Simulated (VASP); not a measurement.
A run of VASP 6.6.1 is set up as follows.

The input INCAR:

```
SYSTEM = Hg2O
PREC     = Accurate       ! precision mode
ENCUT    = 600            ! plane-wave cutoff, eV
EDIFF    = 1E-6           ! SCF threshold, eV
ISMEAR   = 0              ! smearing method
SIGMA    = 0.15           ! smearing width, eV
LREAL    = .False.        ! projectors in reciprocal space
LASPH    = .True.         ! aspherical terms in the spheres
NELM     = 120            ! most SCF steps
ALGO     = Normal         ! electronic algorithm
ISIF     = 2              ! what is computed and relaxed
LWAVE    = .False.        ! write WAVECAR
LCHARG   = .False.        ! write CHGCAR
GGA      = PE             ! functional
NBANDS   = 22             ! bands
GGA_COMPAT= .False.
```

KPOINTS

```
regular mesh
0
Gamma
  4 4 3
  0 0 0
```

File POSCAR:

```
Hg2O
1.0
    3.7917536210      0.0000000000      0.0000000000
   -1.8958768105      3.2837549607      0.0000000000
    0.0000000000      0.0000000000      6.1708012976
Hg O
2 1
Direct
    0.3333333333      0.6666666667      0.5000000000
    0.6666666667      0.3333333333      0.0000000000
    0.6666666667      0.3333333333      0.5000000000
```

Potentials or basis: VASP PAW PBE potentials, release 64 (Hg, O).

The run is started by

```console
$ cat potpaw_PBE.64/Hg/POTCAR potpaw_PBE.64/O/POTCAR > POTCAR
$ mpirun -np 1 vasp_std > vasp.out
```

**Question.** Estimate the band gap on the k mesh.

**Answer.** Zero (band 15 reaches -0.36 eV, above the bottom of band 16 at -0.38 eV).

**Question.** Predict the pressure.

**Answer.** 0.5 GPa.

Stress tensor (GPa, compression positive):
```
0.35 0.00 0.00
0.00 0.35 0.00
0.00 0.00 0.78
```

Caveat: the k points lie up to 0.48 Å⁻¹ apart; spin-orbit coupling is left out, which moves the levels of the heavy elements.
